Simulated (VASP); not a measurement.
Write the native input for VASP 6.6.1 that does the following.

```
Task                   : single point
Functional             : PBE
Potentials or basis    : VASP PAW PBE potentials, release 64 (Ta_pv, Ag, F)
Cutoff                 : 520 eV
k mesh                 : 4 × 4 × 4
Occupations            : gaussian, width 0.1 eV
Spin                   : no spin polarisation
Dipole correction      : no
Further INCAR settings : ALGO = Normal; EDIFF = 1e-06; NBANDS = 48
```

The structure of TaAg2F6 lies in POSCAR:

```
TaAg2F6
1.0
    0.0000000000      3.8836445000      3.8836445000
    3.8836445000      0.0000000000      3.8836445000
    3.8836445000      3.8836445000      0.0000000000
Ta Ag F
1 2 6
Direct
    0.0000000000      0.0000000000      0.0000000000
    0.2500000000      0.2500000000      0.2500000000
    0.7500000000      0.7500000000      0.7500000000
    0.7500000000      0.2500000000      0.2500000000
    0.2500000000      0.7500000000      0.7500000000
    0.2500000000      0.7500000000      0.2500000000
    0.7500000000      0.2500000000      0.7500000000
    0.2500000000      0.2500000000      0.7500000000
    0.7500000000      0.7500000000      0.2500000000
```

This cell differs from its parent crystal: atoms taken out.

One way to write it, as run:

INCAR

```
SYSTEM = TaAg2F6
PREC = Accurate ; ENCUT = 520
EDIFF = 1E-6 ; ISMEAR = 0
SIGMA = 0.1 ; LREAL = .False.
LASPH = .True. ; NELM = 60
ALGO = Normal ; ISIF = 2
LWAVE = .False. ; LCHARG = .False.
GGA = PE ; NBANDS = 48
```

KPOINTS

```
regular mesh
0
Gamma
  4 4 4
  0 0 0
```

Potentials or basis: VASP PAW PBE potentials, release 64 (Ta_pv, Ag, F).

Launch:

```bash
$ cat potpaw_PBE.64/Ta_pv/POTCAR potpaw_PBE.64/Ag/POTCAR potpaw_PBE.64/F/POTCAR > POTCAR
$ mpirun -np 1 vasp_std > vasp.out
```

Results of the run:

* Pressure: 9.5 GPa
* Band gap on the k mesh: zero (an odd number of electrons rules out a gap without spin polarisation)

Caveat: the cell differs from its parent crystal (atoms taken out); the cell stands under pressure; spin-orbit coupling is left out, which moves the levels of the heavy elements; an odd number of electrons without spin polarisation forces a metal; a magnetic or distorted state may lie lower.

It took 95 s on 1 thread of Oxide Virtual Turin-like Processor (shared host), peak memory 0.23 GiB.
